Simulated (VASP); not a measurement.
Write the native input for VASP 6.6.1 that does the following.

```
Task                   : single point
Functional             : PBE
Potentials or basis    : VASP PAW PBE potentials, release 64 (Rb_sv, Br)
Cutoff                 : 520 eV
k mesh                 : 6 × 6 × 6
Occupations            : gaussian, width 0.05 eV
Spin                   : no spin polarisation
Dipole correction      : no
Further INCAR settings : ALGO = Normal; EDIFF = 1e-06; NBANDS = 15
```

The structure of RbBr lies in POSCAR:

```
RbBr
1.0
    4.4561634840      0.0000000000      0.0000000000
    0.0000000000      4.4561634840      0.0000000000
    0.0000000000      0.0000000000      4.4561634840
Rb Br
1 1
Direct
    0.0000000000      0.0000000000      0.0000000000
    0.5000000000      0.5000000000      0.5000000000
```

This cell differs from its parent crystal: strain +0.080 along x and y, +0.080 along z.

These files were run (other wordings do the same):

INCAR

```
SYSTEM = RbBr
ALGO = Normal
EDIFF = 1E-6
ENCUT = 520
GGA = PE
ISIF = 2
ISMEAR = 0
LASPH = .True.
LCHARG = .True.
LELF = .True.
LREAL = .False.
LVHAR = .True.
LWAVE = .False.
NBANDS = 15
NELM = 60
PREC = Accurate
SIGMA = 0.05
```

KPOINTS

```
k-points
0
Gamma
  6 6 6
  0 0 0
```

Potentials or basis: VASP PAW PBE potentials, release 64 (Rb_sv, Br).

Command:

```console
$ cat potpaw_PBE.64/Rb_sv/POTCAR potpaw_PBE.64/Br/POTCAR > POTCAR
$ mpirun -np 1 vasp_std > vasp.out
```

It gave:

```yaml
Pressure: -1.6 GPa
Band_gap_on_the_k_mesh: 3.43 eV, indirect (least direct gap 3.56 eV)
```

Caveat: the cell differs from its parent crystal (strain +0.080 along x and y, +0.080 along z).

It took 22 s on 1 thread of Intel(R) Xeon(R) Platinum 8375C CPU @ 2.90GHz (Ice Lake), on a shared host, peak memory 0.21 GiB.
